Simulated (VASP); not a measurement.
Wanted: the native input for a VASP 6.6.1 run.

* Task: single point
* Functional: PBE
* Potentials or basis: VASP PAW PBE potentials, release 64 (Li_sv, F)
* Cutoff: 520 eV
* k mesh: 10 × 10 × 10
* Occupations: gaussian, width 0.1 eV
* Spin: no spin polarisation
* Dipole correction: no
* Further INCAR settings: ALGO = Normal; EDIFF = 1e-06; NBANDS = 12

The structure of LiF lies in POSCAR:

```
LiF
1.0
   -1.2575715400      1.2575715400      2.1664640000
    1.2575715400     -1.2575715400      2.1664640000
    1.2575715400      1.2575715400     -2.1664640000
Li F
1 1
Direct
    0.2919075800      0.2919075800      0.0000000000
    0.7080924200      0.7080924200      0.0000000000
```

The cell was generated, and may not be a known phase.

These files were run (other wordings do the same):

INCAR

```
PREC     = Accurate       # precision mode
ENCUT    = 520            # plane-wave cutoff, eV
EDIFF    = 1E-6           # SCF threshold, eV
ISMEAR   = 0              # smearing method
SIGMA    = 0.1            # smearing width, eV
LREAL    = F              # projectors in reciprocal space
LASPH    = T              # aspherical terms in the spheres
NELM     = 80             # most SCF steps
ALGO     = Normal         # electronic algorithm
ISIF     = 2              # what is computed and relaxed
LWAVE    = F              # write WAVECAR
LCHARG   = F              # write CHGCAR
GGA      = PE             # functional
NBANDS   = 12             # bands
```

KPOINTS

```
regular mesh
0
Gamma
  10 10 10
```

Potentials or basis: VASP PAW PBE potentials, release 64 (Li_sv, F).

Run with:

```bash
$ cat potpaw_PBE.64/Li_sv/POTCAR potpaw_PBE.64/F/POTCAR > POTCAR
$ mpirun -np 1 vasp_std > vasp.out
```

Results of the run:

| Property | Result |
| --- | --- |
| Largest force | 0.171 eV/Å |
| Band gap on the k mesh | 10.38 eV (least direct gap 10.53 eV) |

It took 13 s on 1 thread of Intel(R) Xeon(R) Platinum 8488C (Sapphire Rapids), on a shared host, peak memory 0.13 GiB.
